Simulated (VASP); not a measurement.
# GaN (pbe) (F-43m) in VASP: vibrations by perturbation theory with PBE

Aim: the vibrations by perturbation theory of GaN (pbe) with PBE.

Program: VASP 6.6.1. These are calculated values, not measurements. Logs are shortened: lines on timing, memory, paths and dates and some standing lists are left out, and cuts for length are marked.

## Step 1: The cell of the first run

It takes space group F-43m (No. 216, cubic). Conventional cell: a = 4.548 Å, b = 4.548 Å, c = 4.548 Å, α = 90.00°, β = 90.00°, γ = 90.00°. Ga (site symmetry -43m) has 4 N at 1.97 Å within 2.6 Å. N (site symmetry -43m) has 4 Ga at 1.97 Å within 2.6 Å.

## Step 2: Vibrations by perturbation theory, PBE

File INCAR:

```
SYSTEM = GaN
PREC = Accurate ; ENCUT = 600
EDIFF = 1E-8 ; ISMEAR = 0
SIGMA = 0.01 ; LREAL = .False.
LASPH = .True. ; NELM = 120
ALGO = Normal ; ISIF = 2
LWAVE = .False. ; LCHARG = .True.
GGA = PE ; IBRION = 8
NSW = 1 ; LEPSILON = .True.
GGA_COMPAT = .False.
```

File KPOINTS:

```
regular mesh
0
Gamma
  10 10 10
  0 0 0
```

File POSCAR:

```
GaN
1.0
    0.0000000000      2.2742384961      2.2742384961
    2.2742384961      0.0000000000      2.2742384961
    2.2742384961      2.2742384961      0.0000000000
Ga N
1 1
Direct
    0.0000000000      0.0000000000      0.0000000000
    0.2500000000      0.2500000000      0.2500000000
```

Potentials or basis: VASP PAW PBE potentials, release 64 (Ga_d, N).

Run with:

```bash
> cat potpaw_PBE.64/Ga_d/POTCAR potpaw_PBE.64/N/POTCAR > POTCAR
> mpirun -np 1 vasp_std > vasp.out
```

OUTCAR:

```text
SYSTEM = GaN
   PREC = Accurate
   ENCUT = 600
   EDIFF = 1E-8
   ISMEAR = 0
   LREAL = .False.
   LASPH = .True.
   NELM = 120
   ISIF = 2
   GGA = PE
   IBRION = 8
   NSW = 1
   LEPSILON = .True.

 ion  position               nearest neighbor table
   1  0.000  0.000  0.000-   2 1.97   2 1.97   2 1.97   2 1.97
   2  0.250  0.250  0.250-   1 1.97   1 1.97   1 1.97   1 1.97

  LATTYP: Found a face centered cubic cell.
 ALAT       =     4.5484769922

  Lattice vectors:

 A1 = (   0.0000000000,   2.2742384961,   2.2742384961)
 A2 = (   2.2742384961,   0.0000000000,   2.2742384961)
 A3 = (   2.2742384961,   2.2742384961,   0.0000000000)

Analysis of symmetry for initial positions (statically):
=====================================================================
 Subroutine PRICEL returns:
 Original cell was already a primitive cell.

 Routine SETGRP: Setting up the symmetry group for a
 face centered cubic supercell.

 Subroutine GETGRP returns: Found 24 space group operations
 (whereof 24 operations were pure point group operations)
 out of a pool of 48 trial point group operations.

The static configuration has the point symmetry T_d .

Analysis of symmetry for dynamics (positions and initial velocities):
=====================================================================
 Subroutine PRICEL returns:
 Original cell was already a primitive cell.

 Routine SETGRP: Setting up the symmetry group for a
 face centered cubic supercell.

 Subroutine GETGRP returns: Found 24 space group operations
 (whereof 24 operations were pure point group operations)
 out of a pool of 48 trial point group operations.

The dynamic configuration has the point symmetry T_d .

 Subroutine INISYM returns: Found 24 space group operations
 (whereof 24 operations are pure point group operations),
 and found     1 'primitive' translations

----------------------------------------------------------------------------------------

                                     Primitive cell

  volume of cell :      23.5255

  direct lattice vectors                    reciprocal lattice vectors
     0.000000000  2.274238496  2.274238496    -0.219853811  0.219853811  0.219853811
     2.274238496  0.000000000  2.274238496     0.219853811 -0.219853811  0.219853811
     2.274238496  2.274238496  0.000000000     0.219853811  0.219853811 -0.219853811

  length of vectors
     3.216258925  3.216258925  3.216258925     0.380797971  0.380797971  0.380797971

  position of ions in fractional coordinates (direct lattice)
     0.000000000  0.000000000  0.000000000
     0.250000000  0.250000000  0.250000000

  ion indices of the primitive-cell ions
   primitive index   ion index
                 1           1
                 2           2

----------------------------------------------------------------------------------------

 KPOINTS: regular mesh

Automatic generation of k-mesh.
 Grid dimensions read from file:
 generate k-points for:   10   10   10

 Generating k-lattice:

  Cartesian coordinates                     Fractional coordinates (reciprocal lattice)
    -0.021985381  0.021985381  0.021985381     0.100000000  0.000000000  0.000000000
     0.021985381 -0.021985381  0.021985381     0.000000000  0.100000000  0.000000000
     0.021985381  0.021985381 -0.021985381     0.000000000  0.000000000  0.100000000

  Length of vectors
     0.038079797  0.038079797  0.038079797

  Shift w.r.t. Gamma in fractional coordinates (k-lattice)
     0.000000000  0.000000000  0.000000000

 Subroutine IBZKPT returns following result:
 ===========================================

 Found     47 irreducible k-points:

[... 491 lines left out ...]
  energy-cutoff  :      600.00
  volume of cell :       23.53
      direct lattice vectors                 reciprocal lattice vectors
     0.000000000  2.274238496  2.274238496    -0.219853811  0.219853811  0.219853811
     2.274238496  0.000000000  2.274238496     0.219853811 -0.219853811  0.219853811
     2.274238496  2.274238496  0.000000000     0.219853811  0.219853811 -0.219853811

 POSITION                                       TOTAL-FORCE (eV/Angst)
 -----------------------------------------------------------------------------------
      0.00000      0.00000      0.00000         0.000000      0.000000      0.000000
      1.13712      1.13712      1.13712        -0.000000     -0.000000     -0.000000
 -----------------------------------------------------------------------------------
    total drift:                                0.000000      0.000000      0.000000

  FREE ENERGIE OF THE ION-ELECTRON SYSTEM (eV)
  ---------------------------------------------------
  free  energy   TOTEN  =       -12.1550416531 eV

  energy  without entropy=      -12.1550416531  energy(sigma->0) =      -12.15504165

 HEAD OF MICROSCOPIC STATIC DIELECTRIC TENSOR (INDEPENDENT PARTICLE, excluding Hartree and local field effects)
 ------------------------------------------------------
           6.376413     0.000000    -0.000000
          -0.000000     6.376413     0.000000
          -0.000000    -0.000000     6.376413
 ------------------------------------------------------

 Free energy of the ion-electron system (eV)
  ---------------------------------------------------
  ---------------------------------------------------
  free energy    TOTEN  =        -0.36860099 eV

  energy without entropy =       -0.36860099

------------------------ aborting loop because EDIFF is reached ----------------------------------------

--------------------------------------- Ionic step        2  -------------------------------------------

------------------------ aborting loop because EDIFF is reached ----------------------------------------

--------------------------------------- Ionic step        3  -------------------------------------------

------------------------ aborting loop because EDIFF is reached ----------------------------------------

 PIEZOELECTRIC TENSOR FIELD DIRECTION 3  (e Angst)
 -----------------------------------------------------------------------------
    -0.00113 -1.52025  0.00000           ( -0.00000 -0.09997  0.00000)
    -1.52025 -0.00113  0.00000           ( -0.09997 -0.00000  0.00000)
     0.00000  0.00000  0.00122           (  0.00000  0.00000 -0.00000)

 PIEZOELECTRIC TENSOR FIELD DIRECTION 3  (C/m^2)
 -----------------------------------------------------------------------------
    -0.00077 -1.03535  0.00000
    -1.03535 -0.00077  0.00000
     0.00000  0.00000  0.00083

--------------------------------------- Ionic step        4  -------------------------------------------

------------------------ aborting loop because EDIFF is reached ----------------------------------------

[... ionic steps 5 to 6 ...]

--------------------------------------- Ionic step        7  -------------------------------------------

 Free energy of the ion-electron system (eV)
  ---------------------------------------------------
  ---------------------------------------------------
  free energy    TOTEN  =        -0.23268368 eV

  energy without entropy =       -0.23268368

------------------------ aborting loop because EDIFF is reached ----------------------------------------

 INTERNAL STRAIN TENSOR  FOR ION    2  DIRECTION 1   (eV/Angst):
 -----------------------------------------------------------------------------
    -0.00208  0.00000  0.00000
     0.00000 -0.00274 -7.02634
     0.00000 -7.02634 -0.00274

 MACROSCOPIC STATIC DIELECTRIC TENSOR (including local field effects in DFT)
 ------------------------------------------------------
           6.241941    -0.000000    -0.000000
          -0.000000     6.241941    -0.000000
          -0.000000     0.000000     6.241941
 ------------------------------------------------------

 PIEZOELECTRIC TENSOR (including local field effects)  for field in x, y, z        (e  Angst)
          XX          YY          ZZ          XY          YZ          ZX
  --------------------------------------------------------------------------------
  x     0.00000     0.00000     0.00000     0.00000    -1.52113     0.00000
  y     0.00000     0.00000     0.00000     0.00000     0.00000    -1.52113
  z    -0.00000    -0.00000     0.00000    -1.52113     0.00000     0.00000

 PIEZOELECTRIC TENSOR (including local field effects)  for field in x, y, z        (C/m^2)
          XX          YY          ZZ          XY          YZ          ZX
  --------------------------------------------------------------------------------
  x     0.00000     0.00000     0.00000     0.00000    -1.03595     0.00000
  y     0.00000     0.00000     0.00000     0.00000     0.00000    -1.03595
  z    -0.00000    -0.00000     0.00000    -1.03595     0.00000     0.00000

 BORN EFFECTIVE CHARGES (including local field effects) (in |e|, cummulative output)
 ---------------------------------------------------------------------------------
 ion    1
    1     2.68358     0.00000     0.00000
    2     0.00000     2.68358     0.00000
    3    -0.00000    -0.00000     2.68358
 ion    2
    1    -2.68358     0.00000     0.00000
    2    -0.00000    -2.68358    -0.00000
    3     0.00000     0.00000    -2.68358

 INTERNAL STRAIN TENSOR FOR ION    2 for displacements in x,y,z  (eV/Angst):
          X           Y           Z          XY          YZ          ZX
  --------------------------------------------------------------------------------
  x     0.00000    -0.00000    -0.00000     0.00000    -7.02634     0.00000
  y     0.00000     0.00000     0.00000     0.00000     0.00000    -7.02634
  z    -0.00000    -0.00000     0.00000    -7.02634     0.00000     0.00000

 SECOND DERIVATIVES (NOT SYMMETRIZED)
 ------------------------------------
               1X          1Y          1Z          2X          2Y          2Z
  1X   -11.286303    0.000000    0.000000   11.286303    0.000000    0.000000
  1Y     0.000000  -11.286303    0.000000    0.000000   11.286303    0.000000
  1Z     0.000000    0.000000  -11.286303    0.000000    0.000000   11.286303
  2X    11.294059    0.000000    0.000000  -11.294059    0.000000    0.000000
  2Y     0.000000   11.294059    0.000000    0.000000  -11.294059    0.000000
  2Z     0.000000    0.000000   11.294059    0.000000    0.000000  -11.294059

 Eigenvectors and eigenvalues of the dynamical matrix
 ----------------------------------------------------

   1 f  =   15.385381 THz    96.669198 2PiTHz  513.201059 cm-1    63.628793 meV
             X         Y         Z           dx          dy          dz
      0.000000  0.000000  0.000000     0.000000   -0.408818    0.000000
      1.137119  1.137119  1.137119    -0.000000    0.912616    0.000000
[... 21 lines left out ...]
   6 f/i=    0.001972 THz     0.012389 2PiTHz    0.065769 cm-1     0.008154 meV
             X         Y         Z           dx          dy          dz
      0.000000  0.000000  0.000000     0.012904    0.543257   -0.733193
      1.137119  1.137119  1.137119     0.005780    0.243359   -0.328444

--------------------------------------------------------------------------------------------------------

 MACROSCOPIC STATIC DIELECTRIC TENSOR IONIC CONTRIBUTION
 ------------------------------------------------------
           4.906318     0.000000    -0.000000
           0.000000     4.906318     0.000000
          -0.000000     0.000000     4.906318
 ------------------------------------------------------

 ELASTIC MODULI CONTR FROM IONIC RELAXATION (kBar)
 Direction    XX          YY          ZZ          XY          YZ          ZX
 --------------------------------------------------------------------------------
 XX          -0.0000      0.0000      0.0000     -0.0000      0.0000      0.0000
 YY           0.0000     -0.0000     -0.0000     -0.0000     -0.0000      0.0000
 ZZ           0.0000     -0.0000     -0.0000      0.0000     -0.0000      0.0000
 XY          -0.0000     -0.0000      0.0000   -273.3810      0.0000      0.0000
 YZ           0.0000     -0.0000     -0.0000      0.0000   -273.3810      0.0000
 ZX           0.0000      0.0000      0.0000      0.0000      0.0000   -273.3810
 --------------------------------------------------------------------------------

 PIEZOELECTRIC TENSOR IONIC CONTR  for field in x, y, z        (C/m^2)
          XX          YY          ZZ          XY          YZ          ZX
  --------------------------------------------------------------------------------
  x    -0.00000     0.00000     0.00000     0.00000     1.08977     0.00000
  y    -0.00000    -0.00000    -0.00000     0.00000     0.00000     1.08977
  z     0.00000     0.00000    -0.00000     1.08977    -0.00000    -0.00000
```

Run time: 5.2 min. Hardware: 1 thread of Intel Xeon 6975P-C (Granite Rapids), shared host; peak memory 0.3 GiB.

Results:

| Quantity | Value |
| --- | --- |
| Electronic dielectric tensor (diagonal) | 6.24 |
| Born charges (mean of the diagonal) | Ga +2.68; N -2.68 e |
| Highest phonon frequency at Γ, LO-TO splitting left out | 513 cm⁻¹ |

Phonon frequencies in cm⁻¹ (negative: imaginary):
```
              q point        frequencies
(0.000, 0.000, 0.000)  0 0 0 513 513 513
```

Electronic dielectric tensor:
```
6.24 0.00 0.00
0.00 6.24 0.00
0.00 0.00 6.24
```

Born effective charge tensors (e):
atom 1, Ga
```
2.68 0.00 0.00
0.00 2.68 0.00
0.00 0.00 2.68
```
atom 2, N
```
-2.68  0.00  0.00
 0.00 -2.68  0.00
 0.00  0.00 -2.68
```
